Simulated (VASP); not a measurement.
# B16P17 (a cell with a defect) in VASP: relaxation of the atoms with PBE

Aim: the relaxation of the atoms of B16P17 (a cell with a defect) with PBE.

Program: VASP 6.6.1. These are calculated values, not measurements. Logs are shortened: lines on timing, memory, paths and dates and some standing lists are left out, and cuts for length are marked.

## 1. The cell of the first run

The cell holds a defect, 33 atoms: a = 7.878 Å, b = 7.878 Å, c = 7.878 Å, α = 109.47°, β = 109.47°, γ = 109.47°.

## 2. Relaxation of the atoms, PBE (with an interstitial atom)

Input file INCAR:

```
PREC = Accurate
ENCUT = 520
EDIFF = 1E-6
ISMEAR = 0
SIGMA = 0.01
LREAL = Auto
LASPH = T
NELM = 100
ALGO = Normal
ISIF = 2
LWAVE = F
LCHARG = F
GGA = PE
IBRION = 2
NSW = 65
EDIFFG = -0.025
NELECT = 130.0
KPAR = 2
```

Input file KPOINTS:

```
Automatic mesh
0
Gamma
  2 2 2
  0.5 0.5 0.5
```

Input file POSCAR:

```
B16P17
1.0
   -4.5481928018     -4.5481928018     -4.5481928018
   -4.5481928018      4.5481928018      4.5481928018
    4.5481928018      4.5481928018     -4.5481928018
B P
16 17
Direct
    0.4956693486      0.2518671411      0.2486147545
    0.2552081663      0.2654273327      0.5039304870
    0.0053924193      0.2521415764      0.7581624534
    0.5545806911      0.7714456231      0.7519427282
    0.5095708220      0.5195696371      0.0121804003
    0.2618028557      0.5078725532      0.2680763387
   -0.0354773876      0.4647690786      0.4769506430
    0.7517213988      0.5055331979      0.7580004492
    0.7651776147      0.2680036165      1.0102814275
    0.5116266523      0.0119381304      0.5045334790
    0.2690042050      0.0511344117      0.7556630229
    0.2461259050      0.7466359334      0.0425154815
    1.0075308858      0.7619001673      0.2679285636
    0.7653063769      0.7556145205      0.5039851446
    0.0194169553      0.0097343479      0.0122128434
    0.7513488661     -0.0010909152      0.2487239177
    0.5078354825      0.0080910330      0.2489290045
    0.2614162041      0.0204286326      0.4987720600
    0.0105866962      0.0041434669      0.7581210894
    0.5037617876      0.5107298136      0.7579640048
    0.5267849408      0.2841199067      0.0224616735
    0.2585891401      0.2587556221      0.2581051393
   -0.0032678277      0.2377993245      0.4993938414
    0.7584998846      0.2587695793      0.7580323991
    0.7800069626      0.0201479856      0.0198943456
    0.5203327399      0.7618272203      0.4988674765
    0.1501947778      0.6529629725      0.7624681001
    0.2557126126      0.4965620265      0.0169019733
    0.0133166966      0.5134867590      0.2648472714
    0.7376308954      0.4970777803      0.4993876268
   -0.0038371188      0.7556846626      0.0167404821
    0.7585051777      0.7587914224      0.2580646790
    0.3682219460     -0.1345114237     -0.2427294343
```

Potentials or basis: VASP PAW PBE potentials, release 64 (B, P).

Run with:

```
cat potpaw_PBE.64/B/POTCAR potpaw_PBE.64/P/POTCAR > POTCAR
mpirun -np 4 vasp_std > vasp.out
```

OUTCAR:

```text
PREC = Accurate
   ENCUT = 520
   EDIFF = 1E-6
   ISMEAR = 0
   LREAL = Auto
   LASPH = T
   NELM = 100
   ISIF = 2
   GGA = PE
   IBRION = 2
   NSW = 65
   EDIFFG = -0.025
   NELECT = 130.0

 ion  position               nearest neighbor table
   1  0.496  0.252  0.249-  22 1.91  30 1.94  17 1.96  21 1.96
   2  0.255  0.265  0.504-  22 1.93  18 1.93  23 1.96  20 1.96
   3  0.005  0.252  0.758-  24 1.96  19 1.97  23 1.98  28 1.98
   4  0.555  0.771  0.752-  33 1.86  26 1.89  25 1.97  20 1.98
   5  0.510  0.520  0.012-  32 1.93  21 1.93  28 1.96  20 1.97
   6  0.262  0.508  0.268-  22 1.93  28 1.93  26 1.96  29 1.96
[... 9 lines left out ...]
  16  0.751  0.999  0.249-  23 1.93  32 1.94  25 1.94  17 1.94
  17  0.508  0.008  0.249-  16 1.94   1 1.96  12 1.96  10 1.99
  18  0.261  0.020  0.499-  11 1.93   2 1.93  13 1.96  10 1.98  33 2.75
  19  0.011  0.004  0.758-  11 1.95  15 1.96  14 1.96   3 1.97
  20  0.504  0.511  0.758-   2 1.96   5 1.97   8 1.97   4 1.98
  21  0.527  0.284  0.022-   5 1.93   9 1.96   1 1.96  11 2.00  33 2.78
  22  0.259  0.259  0.258-   1 1.91  15 1.93   6 1.93   2 1.93
  23  0.997  0.238  0.499-  16 1.93   7 1.94   2 1.96   3 1.98  27 2.76
  24  0.758  0.259  0.758-   9 1.95   8 1.96   3 1.96  10 1.96
  25  0.780  0.020  0.020-  15 1.93  16 1.94   4 1.97   9 2.02  33 2.74
  26  0.520  0.762  0.499-   4 1.89  14 1.93   6 1.96  10 1.98  33 2.72
  27  0.150  0.653  0.762-  12 1.85   7 1.88  33 1.98  31 2.71  28 2.73  30 2.74  23 2.76
  28  0.256  0.497  0.017-   6 1.93  12 1.94   5 1.96   3 1.98  27 2.73
  29  0.013  0.513  0.265-   7 1.96   6 1.96  13 1.96   9 1.97
  30  0.738  0.497  0.499-   1 1.94   7 1.94  14 1.96   8 1.98  27 2.74
  31  0.996  0.756  0.017-  13 1.93  12 1.94  15 1.96   8 1.98  27 2.71
  32  0.759  0.759  0.258-   5 1.93  13 1.93  14 1.93  16 1.94
  33  0.368  0.865  0.757-   4 1.86  11 1.88  27 1.98  26 2.72  25 2.74  18 2.75  21 2.78

  LATTYP: Found a body centered cubic cell.
 ALAT       =     9.0963856036

  Lattice vectors:

 A1 = (  -4.5481928018,  -4.5481928018,  -4.5481928018)
 A2 = (  -4.5481928018,   4.5481928018,   4.5481928018)
 A3 = (   4.5481928018,   4.5481928018,  -4.5481928018)

Analysis of symmetry for initial positions (statically):
=====================================================================
 Subroutine PRICEL returns:
 Original cell was already a primitive cell.

 Routine SETGRP: Setting up the symmetry group for a
 body centered cubic supercell.

 Subroutine GETGRP returns: Found  1 space group operations
 (whereof  1 operations were pure point group operations)
 out of a pool of 48 trial point group operations.

The static configuration has the point symmetry C_1 .

Analysis of symmetry for dynamics (positions and initial velocities):
=====================================================================
 Subroutine PRICEL returns:
 Original cell was already a primitive cell.

 Routine SETGRP: Setting up the symmetry group for a
 body centered cubic supercell.

 Subroutine GETGRP returns: Found  1 space group operations
 (whereof  1 operations were pure point group operations)
 out of a pool of 48 trial point group operations.

The dynamic configuration has the point symmetry C_1 .

 Subroutine INISYM returns: Found  1 space group operations
 (whereof  1 operations are pure point group operations),
 and found     1 'primitive' translations

----------------------------------------------------------------------------------------

                                     Primitive cell

  volume of cell :     376.3367

  direct lattice vectors                    reciprocal lattice vectors
    -4.548192802 -4.548192802 -4.548192802    -0.109933774  0.000000000 -0.109933774
    -4.548192802  4.548192802  4.548192802    -0.109933774  0.109933774  0.000000000
     4.548192802  4.548192802 -4.548192802     0.000000000  0.109933774 -0.109933774

  length of vectors
     7.877701015  7.877701015  7.877701015     0.155469834  0.155469834  0.155469834

  position of ions in fractional coordinates (direct lattice)
     0.495669349  0.251867141  0.248614754
     0.255208166  0.265427333  0.503930487
     0.005392419  0.252141576  0.758162453
     0.554580691  0.771445623  0.751942728
     0.509570822  0.519569637  0.012180400
     0.261802856  0.507872553  0.268076339
[... 25 lines left out ...]
     0.758505178  0.758791422  0.258064679
     0.368221946  0.865488576  0.757270566

  ion indices of the primitive-cell ions
   primitive index   ion index
                 1           1
                 2           2
                 3           3
                 4           4
                 5           5
                 6           6
[... 25 lines left out ...]
                32          32
                33          33

----------------------------------------------------------------------------------------

 KPOINTS: Automatic mesh

Automatic generation of k-mesh.
 Grid dimensions read from file:
 generate k-points for:    2    2    2

 Generating k-lattice:

  Cartesian coordinates                     Fractional coordinates (reciprocal lattice)
    -0.054966887  0.000000000 -0.054966887     0.500000000  0.000000000  0.000000000
    -0.054966887  0.054966887  0.000000000     0.000000000  0.500000000  0.000000000
     0.000000000  0.054966887 -0.054966887     0.000000000  0.000000000  0.500000000

  Length of vectors
     0.077734917  0.077734917  0.077734917

  Shift w.r.t. Gamma in fractional coordinates (k-lattice)
     0.500000000  0.500000000  0.500000000

 Subroutine IBZKPT returns following result:
 ===========================================

 Found      4 irreducible k-points:

 Following reciprocal coordinates:
            Coordinates               Weight
  0.250000  0.250000  0.250000      2.000000
 -0.250000  0.250000  0.250000      2.000000
  0.250000 -0.250000  0.250000      2.000000
  0.250000  0.250000 -0.250000      2.000000
   k-points           NKPTS =      4   k-points in BZ     NKDIM =      4   number of bands    NBANDS=     82
   number of dos      NEDOS =    301   number of ions     NIONS =     33
   total plane-waves  NPLWV = 216000
   dimension x,y,z NGX =    60 NGY =   60 NGZ =   60
   dimension x,y,z NGXF=   120 NGYF=  120 NGZF=  120
   ions per type =              16  17
   NGX,Y,Z   is equivalent  to a cutoff of  12.66, 12.66, 12.66 a.u.
   NGXF,Y,Z  is equivalent  to a cutoff of  25.32, 25.32, 25.32 a.u.
 SYSTEM =  unknown system
   PREC   = accura    normal or accurate (medium, high low for compatibility)
   ISTART =      0    job   : 0-new  1-cont  2-samecut
   ICHARG =      2    charge: 1-file 2-atom 10-const
   ISPIN  =      1    spin polarized calculation?
   LNONCOLLINEAR =      F non collinear calculations
   LSORBIT =      F    spin-orbit coupling
   LASPH  =      T    aspherical Exc in radial PAW
   ENCUT  =  520.0 eV  38.22 Ry    6.18 a.u.  14.65 14.65 14.65*2*pi/ulx,y,z
   NELM   =    100;   NELMIN=  2; NELMDL= -5     # of ELM steps
   EDIFF  = 0.1E-05   stopping-criterion for ELM
   LREAL  =      T    real-space projection
   EDIFFG = -.3E-01   stopping-criterion for IOM
   NSW    =     65    number of steps for IOM
   IBRION =      2    ionic relax: 0-MD 1-quasi-New 2-CG
   NFREE  =      1    steps in history (QN), initial steepest desc. (CG)
   ISIF   =      2    stress and relaxation
   ISYM   =      2    0-nonsym 1-usesym 2-fastsym
   POTIM  = 0.5000    time-step for ionic-motion
   TEBEG  =    0.0;   TEEND  =   0.0 temperature during run
   PSTRESS=    0.0 pullay stress
   NELECT =     130.0000    total number of electrons
   NUPDOWN=      -1.0000    fix difference up-down
   EMIN   =  10.00;   EMAX   =-10.00  energy-range for DOS
   EFERMI =   0.00;   METHOD = LEGACY
   ISMEAR =     0;   SIGMA  =   0.01  broadening in eV -4-tet -1-fermi 0-gaus
   EFERMI_NEDOS =   21; number of points for ismear=-14 and -15
   IALGO  =     38    algorithm
   IMIX   =      4    mixing-type and parameters
     AMIX     =   0.40;   BMIX     =  1.00
     AMIX_MAG =   1.60;   BMIX_MAG =  1.00
  volume/ion in A,a.u.               =      11.40        76.96
  Fermi-wavevector in a.u.,A,eV,Ry     =   1.148675  2.170681 17.952258  1.319454
  Thomas-Fermi vector in A             =   2.285349
   LORBIT       =      0    0 simple, 1 ext, 2 COOP (PROOUT), +10 PAW based schemes
   GGA     = PE    functional components
   LHFCALC =     F    Hartree Fock is set to
   AEXX    =    0.0000 exact exchange contribution
   IVDW    =     0    specifies the selected vdW correction
   LEPSILON=     F    determine dielectric tensor
   LRPA    =     F    only Hartree local field effects (RPA)
 conjugate gradient relaxation of ions
 non-spin polarized calculation
 Gauss-broadening in eV      SIGMA  =   0.01
  energy-cutoff  :      520.00
  volume of cell :      376.34
 maximum number of plane-waves:     10168
 NGX is ok and might be reduce to    60
   NGX = 29   NGY = 29   NGZ = 29

--------------------------------------- Ionic step        1  -------------------------------------------

 number of electron     130.0000001 magnetization

 Free energy of the ion-electron system (eV)
  ---------------------------------------------------
  ext. energy  EPLUGINS =         0.00000000
  ---------------------------------------------------
  free energy    TOTEN  =      -228.28397440 eV

  energy without entropy =     -228.28397440  energy(sigma->0) =     -228.28397440

------------------------ aborting loop because EDIFF is reached ----------------------------------------

  FORCE on cell =-STRESS in cart. coord.  units (eV):
  Direction    XX          YY          ZZ          XY          YZ          ZX
  --------------------------------------------------------------------------------------
  -------------------------------------------------------------------------------------
  Total       -4.9874688    -20.0150612    -20.4018878      2.0765997     -0.0123013     -0.4339036
  in kB      -21.2331382    -85.2100686    -86.8569043      8.8407027     -0.0523704     -1.8472567
  external PRESSURE =     -64.4333704 kB  Pullay stress =       0.0000000 kB
[... 182 lines left out ...]
  FREE ENERGIE OF THE ION-ELECTRON SYSTEM (eV)
  ---------------------------------------------------
  free  energy   TOTEN  =      -228.3879104525 eV

  energy  without entropy=     -228.3879104525  energy(sigma->0) =     -228.38791045

[... ionic steps 4 to 11 ...]

--------------------------------------- Ionic step       12  -------------------------------------------

 number of electron     130.0000002 magnetization

------------------------ aborting loop because EDIFF is reached ----------------------------------------
[... 129 lines left out ...]
--------------------------------------- Ionic step       14  -------------------------------------------

 number of electron     130.0000002 magnetization

 Free energy of the ion-electron system (eV)
  ---------------------------------------------------
  ext. energy  EPLUGINS =         0.00000000
  ---------------------------------------------------
  free energy    TOTEN  =      -228.40823576 eV

  energy without entropy =     -228.40823576  energy(sigma->0) =     -228.40823576

 E-fermi :   7.1593     XC(G=0): -10.9657

 val. band max:        7.1106708524   @ k =   0.2500   0.2500  -0.2500
 cond. band min:       7.4576178122   @ k =  -0.2500   0.2500   0.2500
 fundamental gap:      0.3469469598
 Fermi energy:         7.1593469242

 k-point     1 :       0.2500    0.2500    0.2500
  band No.  band energies     occupation
      1      -7.8447      2.00000
      2      -6.8770      2.00000
      3      -6.6218      2.00000
      4      -6.6214      2.00000
      5      -4.9793      2.00000
      6      -4.7263      2.00000
[... 309 lines left out ...]
     76      11.3343      0.00000
     77      11.3399      0.00000
 [bands above 77 left out]

------------------------ aborting loop because EDIFF is reached ----------------------------------------

  FORCE on cell =-STRESS in cart. coord.  units (eV):
  Direction    XX          YY          ZZ          XY          YZ          ZX
  --------------------------------------------------------------------------------------
  -------------------------------------------------------------------------------------
  Total       -5.5075629    -20.1654527    -20.1609344      0.1244669     -0.0271720     -0.0062020
  in kB      -23.4473331    -85.8503299    -85.8310938      0.5298925     -0.1156793     -0.0264038
  external PRESSURE =     -65.0429189 kB  Pullay stress =       0.0000000 kB
[... 48 lines left out ...]
  FREE ENERGIE OF THE ION-ELECTRON SYSTEM (eV)
  ---------------------------------------------------
  free  energy   TOTEN  =      -228.4082357573 eV

  energy  without entropy=     -228.4082357573  energy(sigma->0) =     -228.40823576

 reached required accuracy - stopping structural energy minimisation
```

Wall time 17 min (4 MPI ranks of Intel Xeon Platinum 8375C at 2.90GHz (Ice Lake), shared host); peak memory 0.35 GiB.

What came out:

```
Free energy                  : -228.4082 eV
Energy gained by relaxing    : 3.8 meV/atom
Ionic steps                  : 14
Largest force after relaxing : 0.014 eV/Å
```

Forces in eV/Å, atoms in the order of the input:
```
B   -0.004 -0.001  0.001
B    0.002  0.005 -0.006
B   -0.001  0.003  0.004
B   -0.002  0.006 -0.001
B    0.001 -0.005 -0.002
B    0.005  0.005  0.002
B    0.002 -0.006 -0.003
B    0.001  0.002  0.002
B    0.004 -0.005  0.000
B    0.003 -0.001  0.007
B   -0.003  0.002 -0.002
B   -0.002 -0.002  0.000
B    0.004  0.001  0.004
B   -0.002  0.007 -0.005
B   -0.002 -0.009  0.004
B    0.005  0.002 -0.004
P    0.006 -0.009  0.008
P    0.001  0.000 -0.007
P   -0.003  0.005 -0.001
P   -0.007  0.006  0.009
P    0.002  0.000 -0.003
P    0.001  0.004 -0.006
P   -0.007  0.004  0.002
P   -0.001  0.000  0.000
P    0.001 -0.003  0.010
P   -0.002 -0.005  0.001
P   -0.007 -0.007  0.000
P    0.000  0.001  0.000
P    0.004 -0.007  0.001
P    0.000  0.002 -0.005
P   -0.006 -0.002 -0.003
P   -0.002 -0.006 -0.005
P    0.006  0.011  0.000
```

The path:
```csv
step,energy change (eV),largest force (eV/Å),pressure (GPa)
1,0.0000,1.1784,-6.44
2,-0.0836,0.5871,-6.57
3,-0.1039,0.3685,-6.57
4,-0.1158,0.2523,-6.50
5,-0.1160,0.1911,-6.51
6,-0.1205,0.0818,-6.50
7,-0.1207,0.1115,-6.50
8,-0.1225,0.0511,-6.49
9,-0.1226,0.0600,-6.49
10,-0.1237,0.0315,-6.51
11,-0.1238,0.0542,-6.51
12,-0.1241,0.0670,-6.50
13,-0.1241,0.0309,-6.50
14,-0.1243,0.0137,-6.50
```

Final structure:
```cif
data_structure
_symmetry_space_group_name_H-M 'P 1'
_symmetry_Int_Tables_number 1
_cell_length_a 7.8777
_cell_length_b 7.8777
_cell_length_c 7.8777
_cell_angle_alpha 109.471
_cell_angle_beta 109.471
_cell_angle_gamma 109.471
_cell_volume 376.34
loop_
_atom_site_label
_atom_site_type_symbol
_atom_site_fract_x
_atom_site_fract_y
_atom_site_fract_z
_atom_site_occupancy
B1 B 0.49874 0.25267 0.24888 1
B2 B 0.25571 0.26529 0.50439 1
B3 B 0.00567 0.25281 0.75815 1
B4 B 0.54999 0.76898 0.75807 1
B5 B 0.50933 0.51885 0.01173 1
B6 B 0.26181 0.50847 0.26737 1
B7 B 0.96766 0.46811 0.47743 1
B8 B 0.75276 0.50584 0.75813 1
B9 B 0.76491 0.26528 0.01131 1
B10 B 0.51198 0.01224 0.50546 1
B11 B 0.26890 0.04986 0.75797 1
B12 B 0.24860 0.74906 0.03952 1
B13 B 0.00810 0.76211 0.26748 1
B14 B 0.76490 0.75590 0.50436 1
B15 B 0.01850 0.00963 0.01180 1
B16 B 0.75247 0.99924 0.24894 1
P1 P 0.50873 0.00904 0.25380 1
P2 P 0.26134 0.01943 0.49805 1
P3 P 0.00884 0.00425 0.75808 1
P4 P 0.50428 0.50897 0.75812 1
P5 P 0.52136 0.27925 0.01816 1
P6 P 0.25864 0.25901 0.25802 1
P7 P 0.99848 0.23872 0.50054 1
P8 P 0.75889 0.25905 0.75832 1
P9 P 0.77907 0.02181 0.01831 1
P10 P 0.51913 0.76164 0.49811 1
P11 P 0.14945 0.65011 0.75857 1
P12 P 0.25610 0.49629 0.01575 1
P13 P 0.01342 0.51378 0.26303 1
P14 P 0.73824 0.49861 0.50033 1
P15 P 0.99592 0.75641 0.01595 1
P16 P 0.75866 0.75905 0.25812 1
P17 P 0.36772 0.86760 0.75768 1
```

Caveat: the cell carries a net charge on a neutralising background, which shifts energy and pressure; the cell differs from its parent crystal (with an interstitial atom); the cell is charged against a uniform background, so pressure and absolute levels hang on convention.
